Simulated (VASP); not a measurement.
Here is a VASP 6.6.1 calculation.

The input INCAR:

```
SYSTEM = SnSe
ALGO     = Normal         ! electronic algorithm
EDIFF    = 1E-6           ! SCF threshold, eV
ENCUT    = 520            ! plane-wave cutoff, eV
ISIF     = 2              ! what is computed and relaxed
ISMEAR   = 0              ! smearing method
LASPH    = .True.         ! aspherical terms in the spheres
LCHARG   = .False.        ! write CHGCAR
LREAL    = .False.        ! projectors in reciprocal space
LWAVE    = .False.        ! write WAVECAR
NBANDS   = 28             ! bands
NELM     = 80             ! most SCF steps
PREC     = Accurate       ! precision mode
SIGMA    = 0.05           ! smearing width, eV
```

The input KPOINTS:

```
k-points
0
Gamma
  6 6 4
  0 0 0
```

POSCAR

```
SnSe
1.0
    4.2853274191      0.0000000000      0.0000000000
    0.0000000000      4.2853274191      0.0000000000
    0.0000000000      0.0000000000     10.9906921300
Sn Se
2 2
Direct
    0.5000000000      0.0000000000      0.3722291100
    0.0000000000      0.5000000000      0.6277708900
    0.5000000000      0.0000000000      0.6137648380
    0.0000000000      0.5000000000      0.3816858580
```

Potentials or basis: VASP PAW LDA potentials, release 64 (Sn_d, Se).

Command:

```console
$ cat potpaw_LDA.64/Sn_d/POTCAR potpaw_LDA.64/Se/POTCAR > POTCAR
$ mpirun -np 1 vasp_std > vasp.out
```

Question: What does it give for the band gap on the k mesh?

Answer: 1.45 eV.

Question: What does it give for the largest force?

Answer: 0.379 eV/Å.

Forces in eV/Å, atoms in the order of the input:
```
Sn   0.000  0.000  0.047
Sn   0.000  0.000 -0.379
Se   0.000  0.000  0.151
Se   0.000  0.000  0.181
```

Caveat: the cell differs from its parent crystal (all Se atoms moved +0.025 Å, as atom 3 towards its neighbour atom 1 (Sn) at 2.680 Å); spin-orbit coupling is left out, which moves the levels of the heavy elements.
